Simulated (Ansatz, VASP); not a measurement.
## VN: VASP beside Ansatz

The input INCAR:

```
PREC     = Accurate       # precision mode
ENCUT    = 600            # plane-wave cutoff, eV
EDIFF    = 1E-6           # SCF threshold, eV
ISMEAR   = 0              # smearing method
SIGMA    = 0.1            # smearing width, eV
LREAL    = F              # projectors in reciprocal space
LASPH    = T              # aspherical terms in the spheres
NELM     = 200            # most SCF steps
ALGO     = Normal         # electronic algorithm
ISIF     = 2              # what is computed and relaxed
LWAVE    = F              # write WAVECAR
LCHARG   = T              # write CHGCAR
ISPIN    = 2              # spin polarisation
MAGMOM   = 0.3 0          # initial moments
LORBIT   = 11             # projections on sites
LMAXMIX  = 4              # l up to which the mixer works
GGA      = PE             # functional
IVDW     = 13             # dispersion correction
LELF     = T              # ELF
LVHAR    = T            
NBANDS   = 20             # bands
GGA_COMPAT= F
```

File KPOINTS:

```
regular mesh
0
Gamma
  2 2 2
```

POSCAR

```
VN
1.0
    0.0000000000      2.0624650000      2.0624650000
    2.0624650000      0.0000000000      2.0624650000
    2.0624650000      2.0624650000      0.0000000000
V N
1 1
Direct
    0.0000000000      0.0000000000      0.0000000000
    0.5000000000      0.5000000000      0.5000000000
```

Input for Ansatz:

```yaml
crystal:
  lattice:
    - [0.0, 2.062465, 2.062465]
    - [2.062465, 0.0, 2.062465]
    - [2.062465, 2.062465, 0.0]
  atoms:
    - { symbol: V, position: [0.0, 0.0, 0.0], spin: 0.3 }
    - { symbol: "N", position: [0.5, 0.5, 0.5] }
basis:
  ecutwfc: 420
kpoints:
  mp_grid: { grid: [2, 2, 2] }
hamiltonian:
  xc: pbe
  dispersion: d4
scf:
  occupations: { method: gaussian, width: 0.1 }
  lower_state_search: "off"
  max_iter: 50
output:
  forces: true
  stress: true
  eigenvalues: true
  populations: true
magnetization:
  spin_polarized: true
```

Alike in both runs: task single point; functional PBE; dispersion D4; k mesh 2 × 2 × 2; occupations gaussian, width 0.1 eV; collinear spin.

```csv
,VASP,Ansatz
version,VASP 6.6.1,Ansatz 0.2.0
potentials or method,"VASP PAW PBE potentials, release 64 (V_sv, N), cutoff 600 eV","scalar-relativistic, plane waves, PAW"
valence electrons in the cell,18,18
```

Ansatz gave:

| Property | Result |
| --- | --- |
| pressure (GPa) | -9.1 |
| net moment per atom (μB) | 0.00 |

Question: What did VASP give for the same quantities?

Answer: Pressure (GPa): -8.9; net moment per atom (μB): 0.00.

Ansatz's warnings: filled band counts differ across k points, seeded moment not kept.

The k mesh is coarse, so the values compare programs but aren't converged.
